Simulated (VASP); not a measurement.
Pd:

```
CELL_PARAMETERS angstrom
2.76256 0.00000 0.00000
-1.38128 2.39245 0.00000
0.00000 0.00000 9.11839
ATOMIC_POSITIONS crystal
Pd 0.00000 0.00000 0.00000
Pd 0.33333 0.66667 0.25000
Pd 0.00000 0.00000 0.50000
Pd 0.66667 0.33333 0.75000
```

Base run:

```yaml
Program: VASP 6.6.1
Functional: PBEsol
Potentials_or_basis: VASP PAW PBE potentials, release 64 (Pd)
Cutoff: 520 eV
k_mesh: 9 × 9 × 3
Occupations: methfessel-paxton, width 0.1 eV
Spin: no spin polarisation
```

Its results: band gap on the k mesh zero (band 20 reaches 9.43 eV, above the bottom of band 21 at 8.59 eV); pressure -6.7 GPa.

The run is repeated on the same cell with these changes: dispersion from none to D3(BJ). What comes out?

Band gap on the k mesh zero (band 20 reaches 9.43 eV, above the bottom of band 21 at 8.59 eV); pressure -13.2 GPa.

Dispersion adds attraction, which lowers the pressure at fixed volume and, as a term added to the energy, leaves the levels alone.

Caveats: the PAW data sets were made with another functional, which shifts forces and pressure a little; pairwise dispersion overbinds metals, which lowers pressure and volume (some runs).
